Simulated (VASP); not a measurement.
Wanted: the native input for a VASP 6.6.1 run.

| Quantity | Value |
| --- | --- |
| Task | single point |
| Functional | PBEsol |
| Potentials or basis | VASP PAW PBE potentials, release 64 (Ti_sv, C) |
| Cutoff | 520 eV |
| k mesh | 26 × 26 × 26 |
| Occupations | gaussian, width 0.15 eV |
| Spin | no spin polarisation |
| Dipole correction | no |
| Further INCAR settings | ALGO = Normal; EDIFF = 1e-07; NBANDS = 15 |

The structure of TiC lies in POSCAR:

```
TiC
1.0
    0.0000000000      2.0201083678      2.4241300413
    2.0201083678      0.0000000000      2.4241300413
    2.0201083678      2.0201083678      0.0000000000
Ti C
1 1
Direct
    0.0000000000      0.0000000000      0.0000000000
    0.5000000000      0.5000000000      0.5000000000
```

This cell differs from its parent crystal: ratio of the length along z to the lengths across it x 1.2, volume and fractional coordinates fixed.

These files were run (other wordings do the same):

INCAR

```
SYSTEM = TiC
ALGO = Normal
EDIFF = 1E-7
ENCUT = 520
GGA = PS
ISIF = 2
ISMEAR = 0
LASPH = .TRUE.
LCHARG = .FALSE.
LREAL = .FALSE.
LWAVE = .FALSE.
NBANDS = 15
NELM = 100
PREC = Accurate
SIGMA = 0.15
```

KPOINTS

```
k-points
0
G
  26 26 26
  0 0 0
```

Potentials or basis: VASP PAW PBE potentials, release 64 (Ti_sv, C).

Launch:

```bash
$ cat potpaw_PBE.64/Ti_sv/POTCAR potpaw_PBE.64/C/POTCAR > POTCAR
$ mpirun -np 1 vasp_std > vasp.out
```

It gave:

- Pressure: 16.3 GPa
- Band gap on the k mesh: zero (bands 8 and 9 overlap by 2.07 eV)

Caveat: the stress differs along the axes, from -30 to 39 GPa; the PAW data sets were made with another functional, which shifts forces and pressure a little.

Run time: 3.4 min on 1 thread of Intel(R) Xeon(R) Platinum 8488C (Sapphire Rapids) (shared host), peak memory 0.49 GiB.
